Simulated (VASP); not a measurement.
# Zn (Pm-3m) in VASP: notebook

Runs on Zn. Level: LDA. Tasks: single point.

Everything below comes from runs of VASP 6.6.1. Logs are shortened: lines on timing, memory, paths and dates and some standing lists are left out, and cuts for length are marked.

### 1 The cell of the first run

It takes space group Pm-3m (No. 221, cubic). Conventional cell: a = 2.219 Å, b = 2.219 Å, c = 2.219 Å, α = 90.00°, β = 90.00°, γ = 90.00°. Within 2.9 Å of Zn (site symmetry m-3m) lie 6 Zn at 2.22 Å.

### 2 Single point, LDA (volume scaled by 0.68)

The input, INCAR:

```
ALGO = Normal
EDIFF = 1E-6
ENCUT = 520
GGA = CA
ISIF = 2
ISMEAR = -1
LASPH = T
LCHARG = F
LREAL = F
LWAVE = F
NBANDS = 12
NELM = 60
PREC = Accurate
SIGMA = 0.1
```

The input, KPOINTS:

```
k-points
0
Gamma
  15 15 15
```

The input, POSCAR:

```
Zn
1.0
    2.2190810056      0.0000000000      0.0000000000
    0.0000000000      2.2190810056      0.0000000000
    0.0000000000      0.0000000000      2.2190810056
Zn
1
Direct
    0.0000000000      0.0000000000      0.0000000000
```

Potentials or basis: VASP PAW LDA potentials, release 64 (Zn).

The run is started by

```sh
cat potpaw_LDA.64/Zn/POTCAR > POTCAR
mpirun -np 1 vasp_std > vasp.out
```

OUTCAR:

```text
EDIFF = 1E-6
   ENCUT = 520
   GGA = CA
   ISIF = 2
   ISMEAR = -1
   LASPH = T
   LREAL = F
   NELM = 60
   PREC = Accurate

 ion  position               nearest neighbor table
   1  0.000  0.000  0.000-

  LATTYP: Found a simple cubic cell.
 ALAT       =     2.2190810056

  Lattice vectors:

 A1 = (   2.2190810056,   0.0000000000,   0.0000000000)
 A2 = (   0.0000000000,   2.2190810056,   0.0000000000)
 A3 = (   0.0000000000,   0.0000000000,   2.2190810056)

Analysis of symmetry for initial positions (statically):
=====================================================================
 Subroutine PRICEL returns:
 Original cell was already a primitive cell.

 Routine SETGRP: Setting up the symmetry group for a
 simple cubic supercell.

 Subroutine GETGRP returns: Found 48 space group operations
[... 9 lines left out ...]

 Routine SETGRP: Setting up the symmetry group for a
 simple cubic supercell.

 Subroutine GETGRP returns: Found 48 space group operations
[... 11 lines left out ...]
                                     Primitive cell

  volume of cell :      10.9275

  direct lattice vectors                    reciprocal lattice vectors
     2.219081006  0.000000000  0.000000000     0.450636997  0.000000000  0.000000000
     0.000000000  2.219081006  0.000000000     0.000000000  0.450636997  0.000000000
     0.000000000  0.000000000  2.219081006     0.000000000  0.000000000  0.450636997

  length of vectors
     2.219081006  2.219081006  2.219081006     0.450636997  0.450636997  0.450636997

  position of ions in fractional coordinates (direct lattice)
     0.000000000  0.000000000  0.000000000

  ion indices of the primitive-cell ions
   primitive index   ion index
                 1           1

----------------------------------------------------------------------------------------

 KPOINTS: k-points

Automatic generation of k-mesh.
 Grid dimensions read from file:
 generate k-points for:   15   15   15

 Generating k-lattice:

  Cartesian coordinates                     Fractional coordinates (reciprocal lattice)
     0.030042466  0.000000000  0.000000000     0.066666667  0.000000000  0.000000000
     0.000000000  0.030042466  0.000000000     0.000000000  0.066666667  0.000000000
     0.000000000  0.000000000  0.030042466     0.000000000  0.000000000  0.066666667

  Length of vectors
     0.030042466  0.030042466  0.030042466

  Shift w.r.t. Gamma in fractional coordinates (k-lattice)
     0.000000000  0.000000000  0.000000000

 Subroutine IBZKPT returns following result:
[... 49 lines left out ...]
   EDIFF  = 0.1E-05   stopping-criterion for ELM
   LREAL  =      F    real-space projection
   EDIFFG = 0.1E-04   stopping-criterion for IOM
   NSW    =      0    number of steps for IOM
   IBRION =     -1    ionic relax: 0-MD 1-quasi-New 2-CG
   NFREE  =      0    steps in history (QN), initial steepest desc. (CG)
   ISIF   =      2    stress and relaxation
   ISYM   =      2    0-nonsym 1-usesym 2-fastsym
   POTIM  = 0.5000    time-step for ionic-motion
   TEBEG  =    0.0;   TEEND  =   0.0 temperature during run
   PSTRESS=    0.0 pullay stress
   NELECT =      12.0000    total number of electrons
   NUPDOWN=      -1.0000    fix difference up-down
   EMIN   =  10.00;   EMAX   =-10.00  energy-range for DOS
   EFERMI =   0.00;   METHOD = LEGACY
   ISMEAR =    -1;   SIGMA  =   0.10  broadening in eV -4-tet -1-fermi 0-gaus
   EFERMI_NEDOS =   21; number of points for ismear=-14 and -15
   IALGO  =     38    algorithm
   IMIX   =      4    mixing-type and parameters
     AMIX     =   0.40;   BMIX     =  1.00
     AMIX_MAG =   1.60;   BMIX_MAG =  1.00
  volume/ion in A,a.u.               =      10.93        73.74
  Fermi-wavevector in a.u.,A,eV,Ry     =   1.688997  3.191741 38.813466  2.852709
  Thomas-Fermi vector in A             =   2.771203
   LORBIT       =      0    0 simple, 1 ext, 2 COOP (PROOUT), +10 PAW based schemes
   GGA     = CA    functional components
   LHFCALC =     F    Hartree Fock is set to
   AEXX    =    0.0000 exact exchange contribution
   IVDW    =     0    specifies the selected vdW correction
   LEPSILON=     F    determine dielectric tensor
   LRPA    =     F    only Hartree local field effects (RPA)
 non-spin polarized calculation
  energy-cutoff  :      520.00
  volume of cell :       10.93
 maximum number of plane-waves:       308
 NGX is ok and might be reduce to    18
   NGX =  9   NGY =  9   NGZ =  9

 number of electron      11.9999997 magnetization

 Free energy of the ion-electron system (eV)
  ---------------------------------------------------
  ext. energy  EPLUGINS =         0.00000000
  ---------------------------------------------------
  free energy    TOTEN  =        -0.77479239 eV

  energy without entropy =       -0.76556122  energy(sigma->0) =       -0.77017680

 E-fermi :   5.6740     XC(G=0): -13.6895

 val. band max:        5.6365418126   @ k =   0.4000   0.4000   0.2667
 cond. band min:       5.7136564952   @ k =   0.4667   0.3333   0.0000
 fundamental gap:      0.0771146825
 Fermi energy:         5.6740443497

 k-point     1 :       0.0000    0.0000    0.0000
  band No.  band energies     occupation
      1      -7.6413      2.00000
      2      -4.8593      2.00000
      3      -4.8593      2.00000
      4      -2.0508      2.00000
      5      -2.0508      2.00000
      6      -2.0508      2.00000
      7      22.4408      0.00000
      8      22.4408      0.00000
      9      22.4408      0.00000
     10      26.0851      0.00000
     11      26.0851      0.00000
     12      31.3609      0.00000
[... 331 lines left out ...]
 k-point    24 :       0.3333    0.2000    0.0000
  band No.  band energies     occupation
      1      -4.6477      2.00000
      2      -4.0805      2.00000
      3      -3.5144      2.00000
      4      -2.6493      2.00000
      5      -2.2733      2.00000
      6      -1.4719      2.00000
      7       9.0390      0.00000
      8      17.6410      0.00000
      9      27.2902      0.00000
     10      28.1656      0.00000
     11      30.2469      0.00000
     12      38.9419      0.00000

 [... further k-points ...]
[... 5 lines left out ...]
  --------------------------------------------------------------------------------------
  -------------------------------------------------------------------------------------
  Total        4.9966443      4.9966443      4.9966443     -0.0000000      0.0000000      0.0000000
  in kB      732.6044494    732.6044494    732.6044494     -0.0000000      0.0000000      0.0000000
  external PRESSURE =     732.6044494 kB  Pullay stress =       0.0000000 kB

 VOLUME and BASIS-vectors are now :
 -----------------------------------------------------------------------------
  energy-cutoff  :      520.00
  volume of cell :       10.93
      direct lattice vectors                 reciprocal lattice vectors
     2.219081006  0.000000000  0.000000000     0.450636997  0.000000000  0.000000000
     0.000000000  2.219081006  0.000000000     0.000000000  0.450636997  0.000000000
     0.000000000  0.000000000  2.219081006     0.000000000  0.000000000  0.450636997

 POSITION                                       TOTAL-FORCE (eV/Angst)
 -----------------------------------------------------------------------------------
      0.00000      0.00000      0.00000         0.000000      0.000000      0.000000
 -----------------------------------------------------------------------------------
    total drift:                               -0.000000      0.000000      0.000000

  FREE ENERGIE OF THE ION-ELECTRON SYSTEM (eV)
  ---------------------------------------------------
  free  energy   TOTEN  =        -0.7747923905 eV

  energy  without entropy=       -0.7655612184  energy(sigma->0) =       -0.77017680
```

OSZICAR:

```text
N       E                     dE             d eps       ncg     rms          rms(c)
DAV:   1     0.421286124284E+02    0.42129E+02   -0.67556E+03  3096   0.176E+03
DAV:   2     0.203179307507E+00   -0.41925E+02   -0.39411E+02  2972   0.224E+02
DAV:   3    -0.102139429855E+01   -0.12246E+01   -0.12226E+01  3344   0.372E+01
DAV:   4    -0.102361073901E+01   -0.22164E-02   -0.22164E-02  3104   0.149E+00
DAV:   5    -0.102361182466E+01   -0.10856E-05   -0.10853E-05  3312   0.325E-02    0.693E+00
DAV:   6    -0.811254768970E+00    0.21236E+00   -0.91851E-01  3436   0.202E+01    0.430E+00
DAV:   7    -0.784464136169E+00    0.26791E-01   -0.19360E-02  2988   0.281E+00    0.208E+00
DAV:   8    -0.774815194701E+00    0.96489E-02   -0.30686E-03  3340   0.835E-01    0.433E-02
DAV:   9    -0.774791836140E+00    0.23359E-04   -0.12050E-04  4116   0.151E-01    0.172E-02
DAV:  10    -0.774792390540E+00   -0.55440E-06   -0.51489E-06  3216   0.296E-02
   1 F= -.77479239E+00 E0= -.77017680E+00  d E =-.923117E-02
```

Wall time 7.2 s (1 thread of Intel Xeon 6975P-C, shared host); peak memory 0.12 GiB.

What came out:

```yaml
Free_energy: -0.7748 eV
Pressure: 73.3 GPa
Band_gap_on_the_k_mesh: zero (band 6 reaches 12.51 eV, above the bottom of band 7 at 3.58 eV)
```

### 3 Single point, LDA (volume scaled by 0.76)

The input, INCAR:

```
SYSTEM = Zn
PREC     = Accurate       ! precision mode
ENCUT    = 520            ! plane-wave cutoff, eV
EDIFF    = 1E-6           ! SCF threshold, eV
ISMEAR   = -1             ! smearing method
SIGMA    = 0.1            ! smearing width, eV
LREAL    = .False.        ! projectors in reciprocal space
LASPH    = .True.         ! aspherical terms in the spheres
NELM     = 60             ! most SCF steps
ALGO     = Normal         ! electronic algorithm
ISIF     = 2              ! what is computed and relaxed
LWAVE    = .False.        ! write WAVECAR
LCHARG   = .True.         ! write CHGCAR
GGA      = CA             ! functional
LELF     = .True.         ! ELF
LVHAR    = .True.       
NBANDS   = 12             ! bands
```

The input, KPOINTS:

```
Automatic mesh
0
Gamma
  15 15 15
  0 0 0
```

The input, POSCAR:

```
Zn
1.0
    2.3028980705      0.0000000000      0.0000000000
    0.0000000000      2.3028980705      0.0000000000
    0.0000000000      0.0000000000      2.3028980705
Zn
1
Direct
    0.0000000000      0.0000000000      0.0000000000
```

Potentials or basis: VASP PAW LDA potentials, release 64 (Zn).

The run is started by

```sh
cat potpaw_LDA.64/Zn/POTCAR > POTCAR
mpirun -np 1 vasp_std > vasp.out
```

Run time: 7.1 s. Hardware: 1 thread of Intel Xeon 6975P-C, shared host; peak memory 0.12 GiB.

Results (log left out):

| Quantity | Value |
| --- | --- |
| Free energy | -1.2150 eV |
| Pressure | 39.9 GPa |
| Band gap on the k mesh | zero (band 6 reaches 10.85 eV, above the bottom of band 7 at 2.36 eV) |

Levels at points of the mesh, in eV from the Fermi level:
| k point | band 4 | band 5 | band 6 | band 7 | band 8 | band 9 |
| --- | --- | --- | --- | --- | --- | --- |
| (0.00, 0.00, 0.00) | -7.42 | -7.42 | -7.42 | 15.69 | 15.69 | 15.69 |
